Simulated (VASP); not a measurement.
Here is a VASP 6.6.1 calculation.

INCAR

```
  PREC = Accurate
  ENCUT = 520
  EDIFF = 1E-6
  ISMEAR = -1
  SIGMA = 0.01
  LREAL = Auto
  LASPH = True
  NELM = 80
  ALGO = Normal
  ISIF = 2
  LWAVE = False
  LCHARG = False
  GGA = PE
  NBANDS = 146
```

Contents of KPOINTS:

```
regular mesh
0
Gamma
  3 3 3
```

Contents of POSCAR:

```
Mg26CdO27
1.0
    0.0000000000      6.3255000000      6.3255000000
    6.3255000000      0.0000000000      6.3255000000
    6.3255000000      6.3255000000      0.0000000000
Cd Mg O
1 26 27
Direct
    0.0000000000      0.0000000000      0.0000000000
    0.0000000000      0.0000000000      0.3354970012
    0.0000000000      0.0000000000      0.6645029988
    0.0000000000      0.3354970012      0.0000000000
   -0.0005290182      0.3335096727      0.3335096727
    0.0000000000      0.3354970012      0.6645029988
    0.0000000000      0.6645029988      0.0000000000
    0.0000000000      0.6645029988      0.3354970012
    0.0005290182      0.6664903273      0.6664903273
    0.3354970012      0.0000000000      0.0000000000
    0.3335096727     -0.0005290182      0.3335096727
    0.3354970012      0.0000000000      0.6645029988
    0.3335096727      0.3335096727     -0.0005290182
    0.3335096727      0.3335096727      0.3335096727
    0.3348567025      0.3348567025      0.6651432975
    0.3354970012      0.6645029988      0.0000000000
    0.3348567025      0.6651432975      0.3348567025
    0.3348567025      0.6651432975      0.6651432975
    0.6645029988      0.0000000000      0.0000000000
    0.6645029988      0.0000000000      0.3354970012
    0.6664903273      0.0005290182      0.6664903273
    0.6645029988      0.3354970012      0.0000000000
    0.6651432975      0.3348567025      0.3348567025
    0.6651432975      0.3348567025      0.6651432975
    0.6664903273      0.6664903273      0.0005290182
    0.6651432975      0.6651432975      0.3348567025
    0.6664903273      0.6664903273      0.6664903273
    0.1665168566      0.1665168566      0.1665168566
    0.1665168566      0.1665168566      0.5004494303
    0.1759655496      0.1759655496      0.8240344504
    0.1665168566      0.5004494303      0.1665168566
    0.1666003794      0.5000000000      0.5000000000
    0.1666003794      0.5000000000      0.8333996206
    0.1759655496      0.8240344504      0.1759655496
    0.1666003794      0.8333996206      0.5000000000
    0.1759655496      0.8240344504      0.8240344504
    0.5004494303      0.1665168566      0.1665168566
    0.5000000000      0.1666003794      0.5000000000
    0.5000000000      0.1666003794      0.8333996206
    0.5000000000      0.5000000000      0.1666003794
    0.5000000000      0.5000000000      0.5000000000
    0.5000000000      0.5000000000      0.8333996206
    0.5000000000      0.8333996206      0.1666003794
    0.5000000000      0.8333996206      0.5000000000
    0.4995505697      0.8334831434      0.8334831434
    0.8240344504      0.1759655496      0.1759655496
    0.8333996206      0.1666003794      0.5000000000
    0.8240344504      0.1759655496      0.8240344504
    0.8333996206      0.5000000000      0.1666003794
    0.8333996206      0.5000000000      0.5000000000
    0.8334831434      0.4995505697      0.8334831434
    0.8240344504      0.8240344504      0.1759655496
    0.8334831434      0.8334831434      0.4995505697
    0.8334831434      0.8334831434      0.8334831434
```

Potentials or basis: VASP PAW PBE potentials, release 64 (Cd, Mg, O).

Run with:

```console
$ cat potpaw_PBE.64/Cd/POTCAR potpaw_PBE.64/Mg/POTCAR potpaw_PBE.64/O/POTCAR > POTCAR
$ mpirun -np 1 vasp_std > vasp.out
```

(1) What does it give for the pressure?

(2) Estimate the band gap on the k mesh.

Answers

(1) 6.5 GPa.

(2) 4.18 eV.
